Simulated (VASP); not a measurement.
# AgRh (P-6m2) in VASP: settings compared

The runs below take AgRh through single point, with PBE-based screened hybrid with 25 % exact exchange, r2SCAN, PBEsol.

Everything below comes from runs of VASP 6.6.1. Logs are shortened: lines on timing, memory, paths and dates and some standing lists are left out, and cuts for length are marked.

## (1) The cell of the first run

Symmetry: P-6m2, No. 187, hexagonal system. Conventional cell: a = 2.732 Å, b = 2.732 Å, c = 4.776 Å, α = 90.00°, β = 90.00°, γ = 120.00°. Within 3.6 Å of Ag (site symmetry -6m2) lie 6 Ag at 2.73 Å and 6 Rh at 2.86 Å. Rh (site symmetry -6m2) has 6 Rh at 2.73 Å and 6 Ag at 2.86 Å within 3.6 Å.

## (2) Single point, PBE-based screened hybrid with 25 % exact exchange

File POSCAR:

```
AgRh
1.0
    2.7321472349      0.0000000000      0.0000000000
   -1.3660736175      2.3661089123      0.0000000000
    0.0000000000      0.0000000000      4.7759975312
Ag Rh
1 1
Direct
    0.0000000000      0.0000000000      0.5000000000
    0.6666666667      0.3333333333      0.0000000000
```

File INCAR.step1:

```
PREC     = Accurate       # precision mode
ENCUT    = 520            # plane-wave cutoff, eV
EDIFF    = 1E-5           # SCF threshold, eV
ISMEAR   = -1             # smearing method
SIGMA    = 0.05           # smearing width, eV
LREAL    = False          # projectors in reciprocal space
LASPH    = True           # aspherical terms in the spheres
NELM     = 80             # most SCF steps
ALGO     = Normal         # electronic algorithm
ISIF     = 2              # what is computed and relaxed
LWAVE    = True           # write WAVECAR
LCHARG   = False          # write CHGCAR
NBANDS   = 20             # bands
GGA      = PE             # functional
```

File INCAR.step2:

```
PREC     = Accurate       # precision mode
ENCUT    = 520            # plane-wave cutoff, eV
EDIFF    = 1E-6           # SCF threshold, eV
ISMEAR   = -1             # smearing method
SIGMA    = 0.05           # smearing width, eV
LREAL    = False          # projectors in reciprocal space
LASPH    = True           # aspherical terms in the spheres
NELM     = 80             # most SCF steps
ALGO     = Normal         # electronic algorithm
ISIF     = 2              # what is computed and relaxed
LWAVE    = False          # write WAVECAR
LCHARG   = False          # write CHGCAR
GGA      = PE             # functional
LHFCALC  = True           # exact exchange
AEXX     = 0.25           # exact-exchange fraction
HFSCREEN = 0.3            # screening, 1/A
PRECFOCK = Normal       
NBANDS   = 20             # bands
ISTART   = 1
```

File KPOINTS:

```
Automatic mesh
0
Gamma
  6 6 3
```

Potentials or basis: VASP PAW PBE potentials, release 64 (Ag, Rh_pv).

On the command line:

```bash
$ cat potpaw_PBE.64/Ag/POTCAR potpaw_PBE.64/Rh_pv/POTCAR > POTCAR
$ cp INCAR.step1 INCAR
$ mpirun -np 1 vasp_std > vasp.out
$ cp INCAR.step2 INCAR
$ mpirun -np 1 vasp_std > vasp.out
```

OUTCAR:

```text
PREC = Accurate
   ENCUT = 520
   EDIFF = 1E-6
   ISMEAR = -1
   LREAL = False
   LASPH = True
   NELM = 80
   ISIF = 2
   GGA = PE
   LHFCALC = True
   AEXX = 0.25
   HFSCREEN = 0.3
   PRECFOCK = Normal
   ISTART = 1

 ion  position               nearest neighbor table
   1  0.000  0.000  0.500-   2 2.86   2 2.86   2 2.86   2 2.86   2 2.86   2 2.86
   2  0.667  0.333  0.000-   1 2.86   1 2.86   1 2.86   1 2.86   1 2.86   1 2.86

  LATTYP: Found a hexagonal cell.
 ALAT       =     2.7321472349
 C/A-ratio  =     1.7480747268

  Lattice vectors:

 A1 = (   2.7321472349,   0.0000000000,   0.0000000000)
 A2 = (  -1.3660736175,   2.3661089123,   0.0000000000)
 A3 = (   0.0000000000,   0.0000000000,   4.7759975312)

Analysis of symmetry for initial positions (statically):
=====================================================================
 Subroutine PRICEL returns:
 Original cell was already a primitive cell.

 Routine SETGRP: Setting up the symmetry group for a
 hexagonal supercell.

 Subroutine GETGRP returns: Found 12 space group operations
 (whereof 12 operations were pure point group operations)
 out of a pool of 24 trial point group operations.

The static configuration has the point symmetry D_3h.

Analysis of symmetry for dynamics (positions and initial velocities):
=====================================================================
 Subroutine PRICEL returns:
 Original cell was already a primitive cell.

 Routine SETGRP: Setting up the symmetry group for a
 hexagonal supercell.

 Subroutine GETGRP returns: Found 12 space group operations
 (whereof 12 operations were pure point group operations)
 out of a pool of 24 trial point group operations.

The dynamic configuration has the point symmetry D_3h.

 Subroutine INISYM returns: Found 12 space group operations
 (whereof 12 operations are pure point group operations),
 and found     1 'primitive' translations

----------------------------------------------------------------------------------------

                                     Primitive cell

  volume of cell :      30.8747

  direct lattice vectors                    reciprocal lattice vectors
     2.732147235  0.000000000  0.000000000     0.366012485  0.211317407  0.000000000
    -1.366073617  2.366108912  0.000000000     0.000000000  0.422634814  0.000000000
     0.000000000  0.000000000  4.775997531     0.000000000  0.000000000  0.209380343

  length of vectors
     2.732147235  2.732147235  4.775997531     0.422634814  0.422634814  0.209380343

  position of ions in fractional coordinates (direct lattice)
     0.000000000  0.000000000  0.500000000
     0.666666667  0.333333333  0.000000000

  ion indices of the primitive-cell ions
   primitive index   ion index
                 1           1
                 2           2

----------------------------------------------------------------------------------------

 KPOINTS: Automatic mesh

Automatic generation of k-mesh.
 Grid dimensions read from file:
 generate k-points for:    6    6    3

 Generating k-lattice:

  Cartesian coordinates                     Fractional coordinates (reciprocal lattice)
     0.061002081  0.035219568  0.000000000     0.166666667  0.000000000  0.000000000
     0.000000000  0.070439136  0.000000000     0.000000000  0.166666667  0.000000000
     0.000000000  0.000000000  0.069793448     0.000000000  0.000000000  0.333333333

  Length of vectors
     0.070439136  0.070439136  0.069793448

  Shift w.r.t. Gamma in fractional coordinates (k-lattice)
     0.000000000  0.000000000  0.000000000

 Subroutine IBZKPT returns following result:
 ===========================================

 Found     14 irreducible k-points:

 Following reciprocal coordinates:
            Coordinates               Weight
  0.000000  0.000000  0.000000      1.000000
  0.166667  0.000000  0.000000      6.000000
  0.333333  0.000000  0.000000      6.000000
  0.500000  0.000000  0.000000      3.000000
  0.166667  0.166667  0.000000      6.000000
  0.333333  0.166667  0.000000     12.000000
  0.333333  0.333333  0.000000      2.000000
  0.000000  0.000000  0.333333      2.000000
  0.166667  0.000000  0.333333     12.000000
  0.333333  0.000000  0.333333     12.000000
  0.500000  0.000000  0.333333      6.000000
  0.166667  0.166667  0.333333     12.000000
  0.333333  0.166667  0.333333     24.000000
  0.333333  0.333333  0.333333      4.000000
   k-points           NKPTS =     14   k-points in BZ     NKDIM =    108   number of bands    NBANDS=     20
   number of dos      NEDOS =    301   number of ions     NIONS =      2
   total plane-waves  NPLWV =  14400
   dimension x,y,z NGX =    20 NGY =   20 NGZ =   36
   dimension x,y,z NGXF=    40 NGYF=   40 NGZF=   72
   ions per type =               1   1
   NGX,Y,Z   is equivalent  to a cutoff of  12.17, 12.17, 12.53 a.u.
   NGXF,Y,Z  is equivalent  to a cutoff of  24.34, 24.34, 25.06 a.u.
 SYSTEM =  unknown system
   PREC   = accura    normal or accurate (medium, high low for compatibility)
   ISTART =      1    job   : 0-new  1-cont  2-samecut
   ICHARG =      0    charge: 1-file 2-atom 10-const
   ISPIN  =      1    spin polarized calculation?
   LNONCOLLINEAR =      F non collinear calculations
   LSORBIT =      F    spin-orbit coupling
   LASPH  =      T    aspherical Exc in radial PAW
   ENCUT  =  520.0 eV  38.22 Ry    6.18 a.u.   5.08  5.08  8.88*2*pi/ulx,y,z
   NELM   =     80;   NELMIN=  2; NELMDL=  0     # of ELM steps
   EDIFF  = 0.1E-05   stopping-criterion for ELM
   LREAL  =      F    real-space projection
   EDIFFG = 0.1E-04   stopping-criterion for IOM
   NSW    =      0    number of steps for IOM
   IBRION =     -1    ionic relax: 0-MD 1-quasi-New 2-CG
   NFREE  =      0    steps in history (QN), initial steepest desc. (CG)
   ISIF   =      2    stress and relaxation
   ISYM   =      3    0-nonsym 1-usesym 2-fastsym
   POTIM  = 0.5000    time-step for ionic-motion
   TEBEG  =    0.0;   TEEND  =   0.0 temperature during run
   PSTRESS=    0.0 pullay stress
   NELECT =      26.0000    total number of electrons
   NUPDOWN=      -1.0000    fix difference up-down
   EMIN   =  10.00;   EMAX   =-10.00  energy-range for DOS
   EFERMI =   0.00;   METHOD = LEGACY
   ISMEAR =    -1;   SIGMA  =   0.05  broadening in eV -4-tet -1-fermi 0-gaus
   EFERMI_NEDOS =   21; number of points for ismear=-14 and -15
   IALGO  =     38    algorithm
   IMIX   =      1    mixing-type and parameters
     AMIX     =   0.40;   BMIX     =  1.00
     AMIX_MAG =   1.60;   BMIX_MAG =  1.00
  volume/ion in A,a.u.               =      15.44       104.18
  Fermi-wavevector in a.u.,A,eV,Ry     =   1.545960  2.921441 32.517828  2.389993
  Thomas-Fermi vector in A             =   2.651264
   LORBIT       =      0    0 simple, 1 ext, 2 COOP (PROOUT), +10 PAW based schemes
   GGA     = PE    functional components
   LHFCALC =     T    Hartree Fock is set to
   PRECFOCK=normal    Normal, Fast or Accurate (Low or Medium for compatibility)
   ENCUT4O =  -1.0   cutoff for four orbital integrals eV
   NKREDX  =     1    reduce k-point grid by
   NKREDY  =     1    reduce k-point grid by
   NKREDZ  =     1    reduce k-point grid by
   AEXX    =    0.2500 exact exchange contribution
   HFSCREEN=    0.3000 screening length (either q_TF or 0.3 A-1)
   HFSCREENC=   0.3000 screening length for correlation (either q_TF or 0.3 A-1)
   ENCUTFOCK=  -1.0 apply spherical cutoff to Coloumb kernel
   IVDW    =     0    specifies the selected vdW correction
   LEPSILON=     F    determine dielectric tensor
   LRPA    =     F    only Hartree local field effects (RPA)
 non-spin polarized calculation
  energy-cutoff  :      520.00
  volume of cell :       30.87
 maximum number of plane-waves:       845
  NGX = 16; NGY = 16; NGZ = 28

 number of electron      25.9999999 magnetization

 Free energy of the ion-electron system (eV)
  ---------------------------------------------------
  ext. energy  EPLUGINS =         0.00000000
  ---------------------------------------------------
  free energy    TOTEN  =       -10.44226319 eV

  energy without entropy =      -10.42957386  energy(sigma->0) =      -10.43591852

 E-fermi :   8.8127     XC(G=0): -10.7575

 val. band max:        8.7583917169   @ k =   0.1667   0.0000   0.3333
 cond. band min:       8.8749956757   @ k =   0.1667   0.0000   0.0000
 fundamental gap:      0.1166039588
 Fermi energy:         8.8126563898

 k-point     1 :       0.0000    0.0000    0.0000
  band No.  band energies     occupation
      1     -39.6085      2.00000
      2     -39.6085      2.00000
      3     -39.4652      2.00000
      4       1.1119      2.00000
      5       2.1914      2.00000
      6       3.7224      2.00000
[... 12 lines left out ...]
     19      29.1762      0.00000
     20      32.4784      0.00000

 k-point     2 :       0.1667    0.0000    0.0000
  band No.  band energies     occupation
      1     -39.7562      2.00000
      2     -39.6451      2.00000
      3     -39.4466      2.00000
      4       2.0311      2.00000
      5       2.6748      2.00000
      6       3.5064      2.00000
[... 12 lines left out ...]
     19      28.6658      0.00000
     20      28.8312      0.00000

 k-point     3 :       0.3333    0.0000    0.0000
  band No.  band energies     occupation
      1     -40.0439      2.00000
      2     -39.7163      2.00000
      3     -39.4102      2.00000
      4       2.1522      2.00000
      5       3.1075      2.00000
      6       3.3914      2.00000
[... 12 lines left out ...]
     19      25.2404      0.00000
     20      26.7845      0.00000

 k-point     4 :       0.5000    0.0000    0.0000
  band No.  band energies     occupation
      1     -40.1842      2.00000
      2     -39.7508      2.00000
      3     -39.3923      2.00000
      4       1.8381      2.00000
      5       2.6190      2.00000
      6       3.4069      2.00000
[... 12 lines left out ...]
     19      22.6466      0.00000
     20      23.3530      0.00000

 k-point     5 :       0.1667    0.1667    0.0000
  band No.  band energies     occupation
      1     -39.9454      2.00000
      2     -39.7265      2.00000
      3     -39.4192      2.00000
      4       2.9701      2.00000
      5       3.2394      2.00000
      6       3.4626      2.00000
[... 12 lines left out ...]
     19      26.8716      0.00000
     20      28.7149      0.00000
[... 123 lines left out ...]
      6       3.5663      2.00000
[... 12 lines left out ...]
     19      24.6291      0.00000
     20      24.9409      0.00000

 k-point    12 :       0.1667    0.1667    0.3333
  band No.  band energies     occupation
      1     -39.9454      2.00000
      2     -39.7265      2.00000
      3     -39.4197      2.00000
      4       2.9978      2.00000
      5       3.0871      2.00000
      6       3.3653      2.00000
[... 12 lines left out ...]
     19      25.6777      0.00000
     20      26.4038      0.00000

 k-point    13 :       0.3333    0.1667    0.3333
  band No.  band energies     occupation
      1     -40.1110      2.00000
      2     -39.8249      2.00000
      3     -39.3926      2.00000
      4       2.5113      2.00000
      5       2.7504      2.00000
      6       3.6345      2.00000
[... 12 lines left out ...]
     19      23.9127      0.00000
     20      24.4143      0.00000

 k-point    14 :       0.3333    0.3333    0.3333
  band No.  band energies     occupation
      1     -40.0123      2.00000
      2     -40.0112      2.00000
      3     -39.3837      2.00000
      4       3.1781      2.00000
      5       3.2820      2.00000
      6       3.7059      2.00000
[... 12 lines left out ...]
     19      19.6290      0.00000
     20      27.2851      0.00000

------------------------ aborting loop because EDIFF is reached ----------------------------------------

  FORCE on cell =-STRESS in cart. coord.  units (eV):
  Direction    XX          YY          ZZ          XY          YZ          ZX
  --------------------------------------------------------------------------------------
  -------------------------------------------------------------------------------------
  Total        0.0452734      0.0452734      0.0357597     -0.0000000     -0.0000000      0.0000000
  in kB        2.3493657      2.3493657      1.8556737     -0.0000000     -0.0000000      0.0000000
  external PRESSURE =       2.1848017 kB  Pullay stress =       0.0000000 kB

 VOLUME and BASIS-vectors are now :
 -----------------------------------------------------------------------------
  energy-cutoff  :      520.00
  volume of cell :       30.87
      direct lattice vectors                 reciprocal lattice vectors
     2.732147235  0.000000000  0.000000000     0.366012485  0.211317407  0.000000000
    -1.366073617  2.366108912  0.000000000     0.000000000  0.422634814  0.000000000
     0.000000000  0.000000000  4.775997531     0.000000000  0.000000000  0.209380343

 POSITION                                       TOTAL-FORCE (eV/Angst)
 -----------------------------------------------------------------------------------
      0.00000      0.00000      2.38800        -0.000000      0.000000      0.000000
      1.36607      0.78870      0.00000         0.000000      0.000000      0.000000
 -----------------------------------------------------------------------------------
    total drift:                               -0.000000     -0.000000      0.000000

  FREE ENERGIE OF THE ION-ELECTRON SYSTEM (eV)
  ---------------------------------------------------
  free  energy   TOTEN  =       -10.4422631897 eV

  energy  without entropy=      -10.4295738584  energy(sigma->0) =      -10.43591852
```

Wall time 41 min (1 thread of Intel Xeon Platinum 8259CL at 2.50GHz (Skylake/Cascade Lake), shared host); peak memory 0.26 GiB.

What came out:

```yaml
Free_energy: -10.4423 eV
Pressure: 0.2 GPa
Band_gap_on_the_k_mesh: zero (bands 13 and 14 overlap by 1.63 eV)
```

Levels at points of the mesh, in eV from the Fermi level:
| k point | band 9 | band 10 | band 11 | band 12 | band 13 | band 14 | band 15 | band 16 | band 17 | band 18 |
| --- | --- | --- | --- | --- | --- | --- | --- | --- | --- | --- |
| (0.00, 0.00, 0.00) | -3.70 | -3.70 | -2.10 | -2.10 | 0.19 | 0.19 | 0.50 | 6.53 | 18.03 | 18.54 |
| (0.50, 0.00, 0.00) | -3.25 | -2.67 | -1.77 | -0.29 | 1.58 | 2.41 | 4.98 | 9.85 | 9.97 | 13.52 |

Caveat: the k points lie up to 0.44 Å⁻¹ apart, too coarse for converged energies and pressures of a metal; the PAW data sets were made with another functional, which shifts forces and pressure a little.

(Continued in part 2 of 2.)
